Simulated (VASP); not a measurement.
# Rb (Pm-3m) in VASP: further runs

Rb is run at these levels: r2SCAN; tasks: single point.

All numbers are computed with VASP 6.6.1; they aren't measurements. Logs are shortened: lines on timing, memory, paths and dates and some standing lists are left out, and cuts for length are marked.

### Step 1. The cell of the first run

Symmetry: Pm-3m, No. 221, cubic system. Conventional cell: a = 4.559 Å, b = 4.559 Å, c = 4.559 Å, α = 90.00°, β = 90.00°, γ = 90.00°.

### Step 2. Single point, r2SCAN (volume scaled by 0.96)

POSCAR

```
Rb
1.0
    4.5593672664      0.0000000000      0.0000000000
    0.0000000000      4.5593672664      0.0000000000
    0.0000000000      0.0000000000      4.5593672664
Rb
1
Direct
    0.0000000000      0.0000000000      0.0000000000
```

INCAR.step1

```
SYSTEM = Rb
PREC = Accurate
ENCUT = 550
ISMEAR = -1
SIGMA = 0.1
LREAL = .False.
LASPH = .True.
NELM = 120
NBANDS = 10
GGA = PE
ALGO = Normal
EDIFF = 1E-5
LWAVE = .True.
LCHARG = .False.
GGA_COMPAT = .False.
```

INCAR.step2

```
SYSTEM = Rb
PREC = Accurate
ENCUT = 550
EDIFF = 1E-6
ISMEAR = -1
SIGMA = 0.1
LREAL = .False.
LASPH = .True.
NELM = 120
ALGO = Normal
ISIF = 2
LWAVE = .False.
LCHARG = .True.
METAGGA = R2SCAN
LMIXTAU = .True.
LELF = .True.
LVHAR = .True.
NBANDS = 10
ISTART = 1
GGA_COMPAT = .False.
```

KPOINTS

```
regular mesh
0
Gamma
  8 8 8
  0 0 0
```

Potentials or basis: VASP PAW PBE potentials, release 64 (Rb_sv).

The run is started by

```sh
cat potpaw_PBE.64/Rb_sv/POTCAR > POTCAR
cp INCAR.step1 INCAR
mpirun -np 1 vasp_std > vasp.out
cp INCAR.step2 INCAR
mpirun -np 1 vasp_std > vasp.out
```

OUTCAR:

```text
SYSTEM = Rb
   PREC = Accurate
   ENCUT = 550
   EDIFF = 1E-6
   ISMEAR = -1
   LREAL = .False.
   LASPH = .True.
   NELM = 120
   ISIF = 2
   METAGGA = R2SCAN
   ISTART = 1

 ion  position               nearest neighbor table
   1  0.000  0.000  0.000-

  LATTYP: Found a simple cubic cell.
 ALAT       =     4.5593672664

  Lattice vectors:

 A1 = (   4.5593672664,   0.0000000000,   0.0000000000)
 A2 = (   0.0000000000,   4.5593672664,   0.0000000000)
 A3 = (   0.0000000000,   0.0000000000,   4.5593672664)

Analysis of symmetry for initial positions (statically):
=====================================================================
 Subroutine PRICEL returns:
 Original cell was already a primitive cell.

 Routine SETGRP: Setting up the symmetry group for a
 simple cubic supercell.

 Subroutine GETGRP returns: Found 48 space group operations
 (whereof 48 operations were pure point group operations)
 out of a pool of 48 trial point group operations.

The static configuration has the point symmetry O_h .

Analysis of symmetry for dynamics (positions and initial velocities):
=====================================================================
 Subroutine PRICEL returns:
 Original cell was already a primitive cell.

 Routine SETGRP: Setting up the symmetry group for a
 simple cubic supercell.

 Subroutine GETGRP returns: Found 48 space group operations
 (whereof 48 operations were pure point group operations)
 out of a pool of 48 trial point group operations.

The dynamic configuration has the point symmetry O_h .

 Subroutine INISYM returns: Found 48 space group operations
 (whereof 48 operations are pure point group operations),
 and found     1 'primitive' translations

----------------------------------------------------------------------------------------

                                     Primitive cell

  volume of cell :      94.7794

  direct lattice vectors                    reciprocal lattice vectors
     4.559367266  0.000000000  0.000000000     0.219328679  0.000000000  0.000000000
     0.000000000  4.559367266  0.000000000     0.000000000  0.219328679  0.000000000
     0.000000000  0.000000000  4.559367266     0.000000000  0.000000000  0.219328679

  length of vectors
     4.559367266  4.559367266  4.559367266     0.219328679  0.219328679  0.219328679

  position of ions in fractional coordinates (direct lattice)
     0.000000000  0.000000000  0.000000000

  ion indices of the primitive-cell ions
   primitive index   ion index
                 1           1

----------------------------------------------------------------------------------------

 KPOINTS: regular mesh

Automatic generation of k-mesh.
 Grid dimensions read from file:
 generate k-points for:    8    8    8

 Generating k-lattice:

  Cartesian coordinates                     Fractional coordinates (reciprocal lattice)
     0.027416085  0.000000000  0.000000000     0.125000000  0.000000000  0.000000000
     0.000000000  0.027416085  0.000000000     0.000000000  0.125000000  0.000000000
     0.000000000  0.000000000  0.027416085     0.000000000  0.000000000  0.125000000

  Length of vectors
     0.027416085  0.027416085  0.027416085

  Shift w.r.t. Gamma in fractional coordinates (k-lattice)
     0.000000000  0.000000000  0.000000000

 Subroutine IBZKPT returns following result:
 ===========================================

 Found     35 irreducible k-points:

 Following reciprocal coordinates:
            Coordinates               Weight
  0.000000  0.000000  0.000000      1.000000
  0.125000  0.000000  0.000000      6.000000
  0.250000  0.000000  0.000000      6.000000
  0.375000  0.000000  0.000000      6.000000
  0.500000  0.000000  0.000000      3.000000
  0.125000  0.125000  0.000000     12.000000
[... 16 lines left out ...]
  0.375000  0.375000  0.125000     24.000000
  0.500000  0.375000  0.125000     24.000000
 [... further k-points ...]
   k-points           NKPTS =     35   k-points in BZ     NKDIM =     35   number of bands    NBANDS=     10
   number of dos      NEDOS =    301   number of ions     NIONS =      1
   total plane-waves  NPLWV =  46656
   dimension x,y,z NGX =    36 NGY =   36 NGZ =   36
   dimension x,y,z NGXF=    72 NGYF=   72 NGZF=   72
   ions per type =               1
   NGX,Y,Z   is equivalent  to a cutoff of  13.13, 13.13, 13.13 a.u.
   NGXF,Y,Z  is equivalent  to a cutoff of  26.25, 26.25, 26.25 a.u.
 SYSTEM =  Rb
   PREC   = accura    normal or accurate (medium, high low for compatibility)
   ISTART =      1    job   : 0-new  1-cont  2-samecut
   ICHARG =      0    charge: 1-file 2-atom 10-const
   ISPIN  =      1    spin polarized calculation?
   LNONCOLLINEAR =      F non collinear calculations
   LSORBIT =      F    spin-orbit coupling
   LASPH  =      T    aspherical Exc in radial PAW
   ENCUT  =  550.0 eV  40.42 Ry    6.36 a.u.   8.72  8.72  8.72*2*pi/ulx,y,z
   NELM   =    120;   NELMIN=  2; NELMDL=  0     # of ELM steps
   EDIFF  = 0.1E-05   stopping-criterion for ELM
   LREAL  =      F    real-space projection
   EDIFFG = 0.1E-04   stopping-criterion for IOM
   NSW    =      0    number of steps for IOM
   IBRION =     -1    ionic relax: 0-MD 1-quasi-New 2-CG
   NFREE  =      0    steps in history (QN), initial steepest desc. (CG)
   ISIF   =      2    stress and relaxation
   ISYM   =      2    0-nonsym 1-usesym 2-fastsym
   POTIM  = 0.5000    time-step for ionic-motion
   TEBEG  =    0.0;   TEEND  =   0.0 temperature during run
   PSTRESS=    0.0 pullay stress
   NELECT =       9.0000    total number of electrons
   NUPDOWN=      -1.0000    fix difference up-down
   EMIN   =  10.00;   EMAX   =-10.00  energy-range for DOS
   EFERMI =   0.00;   METHOD = LEGACY
   ISMEAR =    -1;   SIGMA  =   0.10  broadening in eV -4-tet -1-fermi 0-gaus
   EFERMI_NEDOS =   21; number of points for ismear=-14 and -15
   IALGO  =     38    algorithm
   IMIX   =      4    mixing-type and parameters
     AMIX     =   0.40;   BMIX     =  1.00
     AMIX_MAG =   1.60;   BMIX_MAG =  1.00
  volume/ion in A,a.u.               =      94.78       639.60
  Fermi-wavevector in a.u.,A,eV,Ry     =   0.746880  1.411399  7.589743  0.557830
  Thomas-Fermi vector in A             =   1.842805
   LORBIT       =      0    0 simple, 1 ext, 2 COOP (PROOUT), +10 PAW based schemes
   METAGGA = R2SCAN    functional components
   LHFCALC =     F    Hartree Fock is set to
   AEXX    =    0.0000 exact exchange contribution
   IVDW    =     0    specifies the selected vdW correction
   LEPSILON=     F    determine dielectric tensor
   LRPA    =     F    only Hartree local field effects (RPA)
 non-spin polarized calculation
  energy-cutoff  :      550.00
  volume of cell :       94.78
 maximum number of plane-waves:      2801
 NGX is ok and might be reduce to    36
   NGX = 17   NGY = 17   NGZ = 17

 number of electron       9.0000000 magnetization

 Free energy of the ion-electron system (eV)
  ---------------------------------------------------
  ext. energy  EPLUGINS =         0.00000000
  ---------------------------------------------------
  free energy    TOTEN  =       -13.83310331 eV

  energy without entropy =      -13.80740348  energy(sigma->0) =      -13.82025339

 E-fermi :   0.0335     XC(G=0):  -5.6084

 val. band max:        0.0256601016   @ k =   0.5000   0.0000   0.0000
 cond. band min:       0.1828786428   @ k =   0.3750   0.2500   0.2500
 fundamental gap:      0.1572185411
 Fermi energy:         0.0334785309

 k-point     1 :       0.0000    0.0000    0.0000
  band No.  band energies     occupation
      1     -30.2938      2.00000
      2     -13.7691      2.00000
      3     -13.7691      2.00000
      4     -13.7691      2.00000
      5      -2.0167      2.00000
      6       2.6172      0.00000
      7       2.6172      0.00000
      8       6.3242      0.00000
      9       6.3242      0.00000
     10       6.3242      0.00000

 k-point     2 :       0.1250    0.0000    0.0000
  band No.  band energies     occupation
      1     -30.2930      2.00000
      2     -13.7888      2.00000
      3     -13.7674      2.00000
      4     -13.7674      2.00000
      5      -1.8673      2.00000
      6       2.5179      0.00000
      7       2.6940      0.00000
      8       5.6436      0.00000
      9       5.6436      0.00000
     10       5.7973      0.00000

 k-point     3 :       0.2500    0.0000    0.0000
  band No.  band energies     occupation
      1     -30.2911      2.00000
      2     -13.8358      2.00000
      3     -13.7633      2.00000
      4     -13.7633      2.00000
      5      -1.4349      2.00000
      6       2.0081      0.00000
      7       2.9023      0.00000
      8       5.0502      0.00000
      9       5.0502      0.00000
     10       5.6197      0.00000

 k-point     4 :       0.3750    0.0000    0.0000
  band No.  band energies     occupation
      1     -30.2893      2.00000
      2     -13.8820      2.00000
      3     -13.7592      2.00000
      4     -13.7592      2.00000
      5      -0.7600      1.99928
      6       1.0966      0.00005
      7       3.1577      0.00000
      8       4.6655      0.00000
      9       4.6655      0.00000
     10       6.2859      0.00000
[... 222 lines left out ...]
 k-point    22 :       0.5000    0.2500    0.1250
  band No.  band energies     occupation
      1     -30.2852      2.00000
      2     -13.8891      2.00000
      3     -13.8186      2.00000
      4     -13.7702      2.00000
      5       0.4998      0.01870
      6       0.8217      0.00075
      7       3.1409      0.00000
      8       3.4706      0.00000
      9       4.6328      0.00000
     10       5.0651      0.00000

 k-point    23 :       0.3750    0.3750    0.1250
  band No.  band energies     occupation
      1     -30.2841      2.00000
      2     -13.8657      2.00000
      3     -13.8637      2.00000
      4     -13.7677      2.00000
      5       0.3603      0.07334
      6       1.8222      0.00000
      7       2.3163      0.00000
      8       3.4496      0.00000
      9       4.6154      0.00000
     10       4.9957      0.00000

 k-point    24 :       0.5000    0.3750    0.1250
  band No.  band energies     occupation
      1     -30.2833      2.00000
      2     -13.8827      2.00000
      3     -13.8622      2.00000
      4     -13.7660      2.00000
      5       0.7447      0.00163
      6       1.5039      0.00000
      7       2.5217      0.00000
      8       3.0673      0.00000
      9       4.8533      0.00000
     10       4.9250      0.00000

 [... further k-points ...]
[... 5 lines left out ...]
  --------------------------------------------------------------------------------------
  -------------------------------------------------------------------------------------
  Total        0.0553194      0.0553194      0.0553194     -0.0000000     -0.0000000      0.0000000
  in kB        0.9351357      0.9351357      0.9351357     -0.0000000     -0.0000000      0.0000000
  external PRESSURE =       0.9351357 kB  Pullay stress =       0.0000000 kB

 VOLUME and BASIS-vectors are now :
 -----------------------------------------------------------------------------
  energy-cutoff  :      550.00
  volume of cell :       94.78
      direct lattice vectors                 reciprocal lattice vectors
     4.559367266  0.000000000  0.000000000     0.219328679  0.000000000  0.000000000
     0.000000000  4.559367266  0.000000000     0.000000000  0.219328679  0.000000000
     0.000000000  0.000000000  4.559367266     0.000000000  0.000000000  0.219328679

 POSITION                                       TOTAL-FORCE (eV/Angst)
 -----------------------------------------------------------------------------------
      0.00000      0.00000      0.00000         0.000000      0.000000      0.000000
 -----------------------------------------------------------------------------------
    total drift:                               -0.000000     -0.000000     -0.000000

  FREE ENERGIE OF THE ION-ELECTRON SYSTEM (eV)
  ---------------------------------------------------
  free  energy   TOTEN  =       -13.8331033122 eV

  energy  without entropy=      -13.8074034761  energy(sigma->0) =      -13.82025339
```

Wall time 3.5 min (1 thread of AMD EPYC 7R43 (Zen 3), shared host); peak memory 0.19 GiB.

Results:

```
Free energy : -13.8331 eV
Pressure    : 0.1 GPa
```

Caveat: the cell differs from its parent crystal (volume scaled by 0.96); the PAW data sets were made with another functional, which shifts forces and pressure a little.

### Step 3. Single point, r2SCAN

This run uses another cell than the first one, of 98.73 Å³/atom, 1.042 times its volume.

POSCAR

```
Rb
1.0
    4.6218321144      0.0000000000      0.0000000000
    0.0000000000      4.6218321144      0.0000000000
    0.0000000000      0.0000000000      4.6218321144
Rb
1
Direct
    0.0000000000      0.0000000000      0.0000000000
```

INCAR.step1

```
SYSTEM = Rb
ALGO     = Normal         ! electronic algorithm
EDIFF    = 1E-5           ! SCF threshold, eV
ENCUT    = 550            ! plane-wave cutoff, eV
GGA      = PE             ! functional
GGA_COMPAT= .FALSE.      
ISMEAR   = -1             ! smearing method
LASPH    = .TRUE.         ! aspherical terms in the spheres
LCHARG   = .FALSE.        ! write CHGCAR
LREAL    = .FALSE.        ! projectors in reciprocal space
LWAVE    = .TRUE.         ! write WAVECAR
NBANDS   = 10             ! bands
NELM     = 120            ! most SCF steps
PREC     = Accurate       ! precision mode
SIGMA    = 0.1            ! smearing width, eV
```

INCAR.step2

```
SYSTEM = Rb
ALGO     = Normal         ! electronic algorithm
EDIFF    = 1E-6           ! SCF threshold, eV
ENCUT    = 550            ! plane-wave cutoff, eV
GGA_COMPAT= .FALSE.      
ISIF     = 2              ! what is computed and relaxed
ISMEAR   = -1             ! smearing method
ISTART   = 1            
LASPH    = .TRUE.         ! aspherical terms in the spheres
LCHARG   = .FALSE.        ! write CHGCAR
LMIXTAU  = .TRUE.       
LREAL    = .FALSE.        ! projectors in reciprocal space
LWAVE    = .FALSE.        ! write WAVECAR
METAGGA  = R2SCAN         ! meta-GGA
NBANDS   = 10             ! bands
NELM     = 120            ! most SCF steps
PREC     = Accurate       ! precision mode
SIGMA    = 0.1            ! smearing width, eV
```

KPOINTS

```
k-points
0
G
  8 8 8
  0 0 0
```

Potentials or basis: VASP PAW PBE potentials, release 64 (Rb_sv).

The run is started by

```sh
cat potpaw_PBE.64/Rb_sv/POTCAR > POTCAR
cp INCAR.step1 INCAR
mpirun -np 1 vasp_std > vasp.out
cp INCAR.step2 INCAR
mpirun -np 1 vasp_std > vasp.out
```

Wall time 3.7 min (1 thread of AMD EPYC 7R43 (Zen 3), shared host); peak memory 0.19 GiB.

Results (log left out):

| Quantity | Value |
| --- | --- |
| Free energy | -13.8342 eV |
| Pressure | 0.0 GPa |

Levels at points of the mesh, in eV from the Fermi level:
```tsv
k point	band 1	band 2	band 3	band 4	band 5	band 6	band 7	band 8	band 9
(0.00, 0.00, 0.00)	-30.34	-13.82	-13.82	-13.82	-2.00	2.59	2.59	6.14	6.14
(0.50, 0.00, 0.00)	-30.33	-13.94	-13.81	-13.81	-0.01	0.16	3.24	4.45	4.45
(0.50, 0.50, 0.00)	-30.33	-13.92	-13.92	-13.80	0.79	2.04	2.19	2.19	4.97
(0.50, 0.50, 0.50)	-30.33	-13.91	-13.91	-13.91	1.93	1.93	1.93	3.77	4.49
```

Caveat: the PAW data sets were made with another functional, which shifts forces and pressure a little.

(Continued in part 2 of 3.)
